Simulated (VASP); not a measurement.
# Ti (Amm2) in VASP: a series of runs, part 2 of 2

VASP 6.6.1. The steps go on from the part before.

## 3. Single point, PBE (atoms displaced along a vibrational mode, the cell strained)

Input file INCAR:

```
SYSTEM = Ti
PREC = Accurate ; ENCUT = 500
EDIFF = 1E-6 ; ISMEAR = 0
SIGMA = 0.15 ; LREAL = .FALSE.
LASPH = .TRUE. ; NELM = 120
ALGO = Normal ; ISIF = 2
LWAVE = .FALSE. ; LCHARG = .FALSE.
GGA = PE ; NBANDS = 25
GGA_COMPAT = .FALSE.
```

Input file KPOINTS:

```
Automatic mesh
0
G
  12 12 14
  0 0 0
```

Input file POSCAR:

```
Ti
1.0
    4.6555697300      0.0000000000      0.0000000000
   -2.3277848650      4.0318416553      0.0000000000
    0.0000000000      0.0000000000      2.8790519830
Ti
3
Direct
   -0.0094941117     -0.0189882234      0.0000000000
    0.3380803892      0.6761607784      0.5000000000
    0.6714137225      0.3428274450      0.5000000000
```

Potentials or basis: VASP PAW PBE potentials, release 64 (Ti_sv).

Command:

```
> cat potpaw_PBE.64/Ti_sv/POTCAR > POTCAR
> mpirun -np 1 vasp_std > vasp.out
```

OUTCAR:

```text
SYSTEM = Ti
   PREC = Accurate
   ENCUT = 500
   EDIFF = 1E-6
   ISMEAR = 0
   LREAL = .FALSE.
   LASPH = .TRUE.
   NELM = 120
   ISIF = 2
   GGA = PE

 ion  position               nearest neighbor table
   1  0.991  0.981  0.000-
   2  0.338  0.676  0.500-   3 2.69   3 2.69   3 2.69
   3  0.671  0.343  0.500-   2 2.69   2 2.69   2 2.69

  LATTYP: Found a hexagonal cell.
 ALAT       =     4.6555697300
 C/A-ratio  =     0.6184102376

  Lattice vectors:

 A1 = (   4.6555697300,   0.0000000000,   0.0000000000)
 A2 = (  -2.3277848650,   4.0318416553,   0.0000000000)
 A3 = (   0.0000000000,   0.0000000000,   2.8790519830)

Analysis of symmetry for initial positions (statically):
=====================================================================
 Subroutine PRICEL returns:
 Original cell was already a primitive cell.

 Routine SETGRP: Setting up the symmetry group for a
 hexagonal supercell.

 Subroutine GETGRP returns: Found  4 space group operations
 (whereof  4 operations were pure point group operations)
 out of a pool of 24 trial point group operations.

The static configuration has the point symmetry C_2v.
[... 161 lines left out ...]

  energy without entropy =      -23.44760721  energy(sigma->0) =      -23.46354107

 E-fermi :   7.8352     XC(G=0): -11.3229

 val. band max:        7.8273913941   @ k =   0.0000   0.4167   0.0714
 cond. band min:       7.8364312077   @ k =   0.5000   0.4167   0.1429
 fundamental gap:      0.0090398136
 Fermi energy:         7.8352075904

 k-point     1 :       0.0000    0.0000    0.0000
  band No.  band energies     occupation
      1     -49.1263      2.00000
      2     -48.8797      2.00000
      3     -48.7432      2.00000
      4     -25.4355      2.00000
      5     -25.4331      2.00000
      6     -25.2947      2.00000
[... 661 lines left out ...]
     24      10.0221      0.00000
     25      10.1259      0.00000

 [... further k-points ...]

------------------------ aborting loop because EDIFF is reached ----------------------------------------

  FORCE on cell =-STRESS in cart. coord.  units (eV):
  Direction    XX          YY          ZZ          XY          YZ          ZX
  --------------------------------------------------------------------------------------
  -------------------------------------------------------------------------------------
  Total       -1.6756513     -1.5249046     -1.8346032      0.0000000      0.0000000      0.0000000
  in kB      -49.6784944    -45.2092639    -54.3909831      0.0000000      0.0000000      0.0000000
  external PRESSURE =     -49.7595805 kB  Pullay stress =       0.0000000 kB

 VOLUME and BASIS-vectors are now :
 -----------------------------------------------------------------------------
  energy-cutoff  :      500.00
  volume of cell :       54.04
      direct lattice vectors                 reciprocal lattice vectors
     4.655569730  0.000000000  0.000000000     0.214796482  0.124012807  0.000000000
    -2.327784865  4.031841655  0.000000000     0.000000000  0.248025613  0.000000000
     0.000000000  0.000000000  2.879051983     0.000000000  0.000000000  0.347336556

 POSITION                                       TOTAL-FORCE (eV/Angst)
 -----------------------------------------------------------------------------------
      2.32778      3.95528      0.00000        -0.000000      0.247479      0.000000
      0.00000      2.72617      1.43953         0.000000     -0.088386      0.000000
      2.32778      1.38223      1.43953         0.000000     -0.159093      0.000000
 -----------------------------------------------------------------------------------
    total drift:                               -0.000000      0.000328     -0.000000

  FREE ENERGIE OF THE ION-ELECTRON SYSTEM (eV)
  ---------------------------------------------------
  free  energy   TOTEN  =       -23.4794749311 eV

  energy  without entropy=      -23.4476072149  energy(sigma->0) =      -23.46354107
```

stdout:

```text
POSCAR found type information on POSCAR Ti
 POSCAR found :  1 types and       3 ions
 scaLAPACK will be used
 LDA part: xc-table for (Slater+PW92), standard interpolation
 POSCAR, INCAR and KPOINTS ok, starting setup
 FFT: planning ... GRIDC
 FFT: planning ... GRID_SOFT
 FFT: planning ... GRID
 WAVECAR not read
 entering main loop
```

It took 4.9 min on 1 thread of Intel Xeon 6975P-C (Granite Rapids), shared host; peak memory 0.42 GiB.

What came out:

* Free energy: -23.4795 eV
* Pressure: -5.0 GPa
* Largest force: 0.247 eV/Å
* Band gap on the k mesh: zero (bands 18 and 19 overlap by 0.24 eV)

Forces on the atoms (eV/Å):
```
Ti   0.000  0.247  0.000
Ti   0.000 -0.088  0.000
Ti   0.000 -0.159  0.000
```

Caveat: the cell differs from its parent crystal (atoms displaced along a vibrational mode, the cell strained); the cell stands under tension.
